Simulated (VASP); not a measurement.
# Cl (Pm-3m) in VASP: further runs

Runs on Cl. Level: PBEsol. Tasks: single point.

Program: VASP 6.6.1. These are calculated values, not measurements. Logs are shortened: lines on timing, memory, paths and dates and some standing lists are left out, and cuts for length are marked.

**1. The cell of the first run**

It takes space group Pm-3m (No. 221, cubic). Conventional cell: a = 2.690 Å, b = 2.690 Å, c = 2.690 Å, α = 90.00°, β = 90.00°, γ = 90.00°. Within 3.5 Å of Cl (site symmetry m-3m) lie 6 Cl at 2.69 Å.

**2. Single point, PBEsol (volume scaled by 0.9)**

File INCAR:

```
SYSTEM = Cl
PREC = Accurate
ENCUT = 520
EDIFF = 1E-6
ISMEAR = -1
SIGMA = 0.08
LREAL = .False.
LASPH = .True.
NELM = 60
ALGO = Normal
ISIF = 2
LWAVE = .False.
LCHARG = .True.
GGA = PS
LELF = .True.
LVHAR = .True.
NBANDS = 10
```

File KPOINTS:

```
Automatic mesh
0
Gamma
  15 15 15
  0 0 0
```

File POSCAR:

```
Cl
1.0
    2.6901663749      0.0000000000      0.0000000000
    0.0000000000      2.6901663749      0.0000000000
    0.0000000000      0.0000000000      2.6901663749
Cl
1
Direct
    0.0000000000      0.0000000000      0.0000000000
```

Potentials or basis: VASP PAW PBE potentials, release 64 (Cl).

On the command line:

```bash
$ cat potpaw_PBE.64/Cl/POTCAR > POTCAR
$ mpirun -np 1 vasp_std > vasp.out
```

OUTCAR:

```text
SYSTEM = Cl
   PREC = Accurate
   ENCUT = 520
   EDIFF = 1E-6
   ISMEAR = -1
   LREAL = .False.
   LASPH = .True.
   NELM = 60
   ISIF = 2
   GGA = PS

 ion  position               nearest neighbor table
   1  0.000  0.000  0.000-

  LATTYP: Found a simple cubic cell.
 ALAT       =     2.6901663749

  Lattice vectors:

 A1 = (   2.6901663749,   0.0000000000,   0.0000000000)
 A2 = (   0.0000000000,   2.6901663749,   0.0000000000)
 A3 = (   0.0000000000,   0.0000000000,   2.6901663749)

Analysis of symmetry for initial positions (statically):
=====================================================================
 Subroutine PRICEL returns:
 Original cell was already a primitive cell.

 Routine SETGRP: Setting up the symmetry group for a
 simple cubic supercell.

 Subroutine GETGRP returns: Found 48 space group operations
 (whereof 48 operations were pure point group operations)
 out of a pool of 48 trial point group operations.

The static configuration has the point symmetry O_h .

Analysis of symmetry for dynamics (positions and initial velocities):
=====================================================================
 Subroutine PRICEL returns:
 Original cell was already a primitive cell.

 Routine SETGRP: Setting up the symmetry group for a
 simple cubic supercell.

 Subroutine GETGRP returns: Found 48 space group operations
 (whereof 48 operations were pure point group operations)
 out of a pool of 48 trial point group operations.

The dynamic configuration has the point symmetry O_h .

 Subroutine INISYM returns: Found 48 space group operations
 (whereof 48 operations are pure point group operations),
 and found     1 'primitive' translations

----------------------------------------------------------------------------------------

                                     Primitive cell

  volume of cell :      19.4687

  direct lattice vectors                    reciprocal lattice vectors
     2.690166375  0.000000000  0.000000000     0.371724221  0.000000000  0.000000000
     0.000000000  2.690166375  0.000000000     0.000000000  0.371724221  0.000000000
     0.000000000  0.000000000  2.690166375     0.000000000  0.000000000  0.371724221

  length of vectors
     2.690166375  2.690166375  2.690166375     0.371724221  0.371724221  0.371724221

  position of ions in fractional coordinates (direct lattice)
     0.000000000  0.000000000  0.000000000

  ion indices of the primitive-cell ions
   primitive index   ion index
                 1           1

----------------------------------------------------------------------------------------

 KPOINTS: Automatic mesh

Automatic generation of k-mesh.
 Grid dimensions read from file:
 generate k-points for:   15   15   15

 Generating k-lattice:

  Cartesian coordinates                     Fractional coordinates (reciprocal lattice)
     0.024781615  0.000000000  0.000000000     0.066666667  0.000000000  0.000000000
     0.000000000  0.024781615  0.000000000     0.000000000  0.066666667  0.000000000
     0.000000000  0.000000000  0.024781615     0.000000000  0.000000000  0.066666667

  Length of vectors
     0.024781615  0.024781615  0.024781615

  Shift w.r.t. Gamma in fractional coordinates (k-lattice)
     0.000000000  0.000000000  0.000000000

 Subroutine IBZKPT returns following result:
 ===========================================

 Found    120 irreducible k-points:

 Following reciprocal coordinates:
            Coordinates               Weight
  0.000000  0.000000  0.000000      1.000000
  0.066667  0.000000  0.000000      6.000000
  0.133333  0.000000  0.000000      6.000000
  0.200000  0.000000  0.000000      6.000000
  0.266667  0.000000  0.000000      6.000000
  0.333333  0.000000  0.000000      6.000000
[... 16 lines left out ...]
  0.266667  0.200000  0.000000     24.000000
  0.333333  0.200000  0.000000     24.000000
 [... further k-points ...]
   k-points           NKPTS =    120   k-points in BZ     NKDIM =    120   number of bands    NBANDS=     10
   number of dos      NEDOS =    301   number of ions     NIONS =      1
   total plane-waves  NPLWV =   8000
   dimension x,y,z NGX =    20 NGY =   20 NGZ =   20
   dimension x,y,z NGXF=    40 NGYF=   40 NGZF=   40
   ions per type =               1
   NGX,Y,Z   is equivalent  to a cutoff of  12.36, 12.36, 12.36 a.u.
   NGXF,Y,Z  is equivalent  to a cutoff of  24.72, 24.72, 24.72 a.u.
 SYSTEM =  Cl
   PREC   = accura    normal or accurate (medium, high low for compatibility)
   ISTART =      0    job   : 0-new  1-cont  2-samecut
   ICHARG =      2    charge: 1-file 2-atom 10-const
   ISPIN  =      1    spin polarized calculation?
   LNONCOLLINEAR =      F non collinear calculations
   LSORBIT =      F    spin-orbit coupling
   LASPH  =      T    aspherical Exc in radial PAW
   ENCUT  =  520.0 eV  38.22 Ry    6.18 a.u.   5.00  5.00  5.00*2*pi/ulx,y,z
   NELM   =     60;   NELMIN=  2; NELMDL= -5     # of ELM steps
   EDIFF  = 0.1E-05   stopping-criterion for ELM
   LREAL  =      F    real-space projection
   EDIFFG = 0.1E-04   stopping-criterion for IOM
   NSW    =      0    number of steps for IOM
   IBRION =     -1    ionic relax: 0-MD 1-quasi-New 2-CG
   NFREE  =      0    steps in history (QN), initial steepest desc. (CG)
   ISIF   =      2    stress and relaxation
   ISYM   =      2    0-nonsym 1-usesym 2-fastsym
   POTIM  = 0.5000    time-step for ionic-motion
   TEBEG  =    0.0;   TEEND  =   0.0 temperature during run
   PSTRESS=    0.0 pullay stress
   NELECT =       7.0000    total number of electrons
   NUPDOWN=      -1.0000    fix difference up-down
   EMIN   =  10.00;   EMAX   =-10.00  energy-range for DOS
   EFERMI =   0.00;   METHOD = LEGACY
   ISMEAR =    -1;   SIGMA  =   0.08  broadening in eV -4-tet -1-fermi 0-gaus
   EFERMI_NEDOS =   21; number of points for ismear=-14 and -15
   IALGO  =     38    algorithm
   IMIX   =      4    mixing-type and parameters
     AMIX     =   0.40;   BMIX     =  1.00
     AMIX_MAG =   1.60;   BMIX_MAG =  1.00
  volume/ion in A,a.u.               =      19.47       131.38
  Fermi-wavevector in a.u.,A,eV,Ry     =   1.164113  2.199854 18.438050  1.355158
  Thomas-Fermi vector in A             =   2.300655
   LORBIT       =      0    0 simple, 1 ext, 2 COOP (PROOUT), +10 PAW based schemes
   GGA     = PS    functional components
   LHFCALC =     F    Hartree Fock is set to
   AEXX    =    0.0000 exact exchange contribution
   IVDW    =     0    specifies the selected vdW correction
   LEPSILON=     F    determine dielectric tensor
   LRPA    =     F    only Hartree local field effects (RPA)
 non-spin polarized calculation
  energy-cutoff  :      520.00
  volume of cell :       19.47
 maximum number of plane-waves:       540
   NGX = 11   NGY = 11   NGZ = 11

 number of electron       7.0000001 magnetization

 Free energy of the ion-electron system (eV)
  ---------------------------------------------------
  ext. energy  EPLUGINS =         0.00000000
  ---------------------------------------------------
  free energy    TOTEN  =        -1.39730207 eV

  energy without entropy =       -1.37652352  energy(sigma->0) =       -1.38691279

 E-fermi :   3.6872     XC(G=0): -10.0286

 val. band max:        3.6594384175   @ k =   0.2667   0.1333   0.0667
 cond. band min:       3.7222923626   @ k =   0.3333   0.0667   0.0000
 fundamental gap:      0.0628539451
 Fermi energy:         3.6872215444

 k-point     1 :       0.0000    0.0000    0.0000
  band No.  band energies     occupation
      1     -13.5494      2.00000
      2       3.4811      1.85863
      3       3.4811      1.85863
      4       3.4811      1.85863
      5      12.1539      0.00000
      6      13.1193      0.00000
      7      13.1193      0.00000
      8      25.4400      0.00000
      9      25.4400      0.00000
     10      25.4400      0.00000

 k-point     2 :       0.0667    0.0000    0.0000
  band No.  band energies     occupation
      1     -13.4946      2.00000
      2       3.0456      1.99934
      3       3.5140      1.79413
      4       3.5140      1.79413
      5      12.3417      0.00000
      6      13.1795      0.00000
      7      13.5534      0.00000
      8      24.8199      0.00000
      9      24.8199      0.00000
     10      25.4736      0.00000

 k-point     3 :       0.1333    0.0000    0.0000
  band No.  band energies     occupation
      1     -13.3343      2.00000
      2       1.9869      2.00000
      3       3.6087      1.45495
      4       3.6087      1.45495
      5      12.6765      0.00000
      6      13.3556      0.00000
      7      14.8059      0.00000
      8      23.5428      0.00000
      9      23.5428      0.00000
     10      25.5703      0.00000

 k-point     4 :       0.2000    0.0000    0.0000
  band No.  band energies     occupation
      1     -13.0818      2.00000
      2       0.6955      2.00000
      3       3.7532      0.60946
      4       3.7532      0.60946
      5      13.1016      0.00000
      6      13.6335      0.00000
      7      16.4234      0.00000
      8      22.1789      0.00000
      9      22.1789      0.00000
     10      25.7181      0.00000
[... 222 lines left out ...]
 k-point    22 :       0.2000    0.2000    0.0000
  band No.  band energies     occupation
      1     -12.6195      2.00000
      2       1.0166      2.00000
      3       1.1265      2.00000
      4       4.0161      0.03226
      5      13.8009      0.00000
      6      15.4767      0.00000
      7      17.4997      0.00000
      8      19.8826      0.00000
      9      22.1581      0.00000
     10      23.1498      0.00000

 k-point    23 :       0.2667    0.2000    0.0000
  band No.  band energies     occupation
      1     -12.3047      2.00000
      2      -0.1776      2.00000
      3       1.3216      2.00000
      4       4.1839      0.00402
      5      13.9946      0.00000
      6      15.2943      0.00000
      7      18.3675      0.00000
      8      20.1869      0.00000
      9      21.2976      0.00000
     10      23.0671      0.00000

 k-point    24 :       0.3333    0.2000    0.0000
  band No.  band energies     occupation
      1     -11.9673      2.00000
      2      -1.2675      2.00000
      3       1.5777      2.00000
      4       4.3528      0.00049
      5      13.7801      0.00000
      6      15.3139      0.00000
      7      18.6512      0.00000
      8      20.3729      0.00000
      9      21.0016      0.00000
     10      23.2749      0.00000

 [... further k-points ...]
[... 5 lines left out ...]
  --------------------------------------------------------------------------------------
  -------------------------------------------------------------------------------------
  Total        0.7453729      0.7453729      0.7453729      0.0000000      0.0000000     -0.0000000
  in kB       61.3404191     61.3404191     61.3404191      0.0000000      0.0000000     -0.0000000
  external PRESSURE =      61.3404191 kB  Pullay stress =       0.0000000 kB

 VOLUME and BASIS-vectors are now :
 -----------------------------------------------------------------------------
  energy-cutoff  :      520.00
  volume of cell :       19.47
      direct lattice vectors                 reciprocal lattice vectors
     2.690166375  0.000000000  0.000000000     0.371724221  0.000000000  0.000000000
     0.000000000  2.690166375  0.000000000     0.000000000  0.371724221  0.000000000
     0.000000000  0.000000000  2.690166375     0.000000000  0.000000000  0.371724221

 POSITION                                       TOTAL-FORCE (eV/Angst)
 -----------------------------------------------------------------------------------
      0.00000      0.00000      0.00000         0.000000      0.000000      0.000000
 -----------------------------------------------------------------------------------
    total drift:                               -0.000000     -0.000000     -0.000000

  FREE ENERGIE OF THE ION-ELECTRON SYSTEM (eV)
  ---------------------------------------------------
  free  energy   TOTEN  =        -1.3973020699 eV

  energy  without entropy=       -1.3765235194  energy(sigma->0) =       -1.38691279
```

Wall time 8.2 s (1 thread of AMD EPYC 9R45 (Zen 5), shared host); peak memory 0.1 GiB.

What came out:

```
Free energy : -1.3973 eV
Pressure    : 6.1 GPa
```

Caveat: the PAW data sets were made with another functional, which shifts forces and pressure a little; an odd number of electrons without spin polarisation forces a metal; a magnetic or distorted state may lie lower.

**3. Single point, PBEsol (volume scaled by 0.9)**

File INCAR:

```
PREC     = Accurate       # precision mode
ENCUT    = 520            # plane-wave cutoff, eV
EDIFF    = 1E-6           # SCF threshold, eV
ISMEAR   = -1             # smearing method
SIGMA    = 0.08           # smearing width, eV
LREAL    = F              # projectors in reciprocal space
LASPH    = T              # aspherical terms in the spheres
NELM     = 100            # most SCF steps
ALGO     = Normal         # electronic algorithm
ISIF     = 2              # what is computed and relaxed
LWAVE    = F              # write WAVECAR
LCHARG   = T              # write CHGCAR
GGA      = PS             # functional
LELF     = T              # ELF
LVHAR    = T            
NBANDS   = 10             # bands
```

File KPOINTS:

```
regular mesh
0
Gamma
  15 15 15
```

POSCAR is that of step 2.

Potentials or basis: VASP PAW PBE potentials, release 64 (Cl).

On the command line:

```bash
$ cat potpaw_PBE.64/Cl/POTCAR > POTCAR
$ mpirun -np 1 vasp_std > vasp.out
```

Run time: 8 s. Hardware: 1 thread of AMD EPYC 9R45 (Zen 5), shared host; peak memory 0.1 GiB.

The run converged. Its results:

| Property | Result |
| --- | --- |
| Free energy | -1.3973 eV |
| Pressure | 6.1 GPa |

Levels at points of the mesh, in eV from the Fermi level:
```csv
k point,band 1,band 2,band 3,band 4,band 5,band 6,band 7,band 8
"(0.00, 0.00, 0.00)",-17.24,-0.21,-0.21,-0.21,8.47,9.43,9.43,21.75
```

Caveat: the PAW data sets were made with another functional, which shifts forces and pressure a little; an odd number of electrons without spin polarisation forces a metal; a magnetic or distorted state may lie lower.
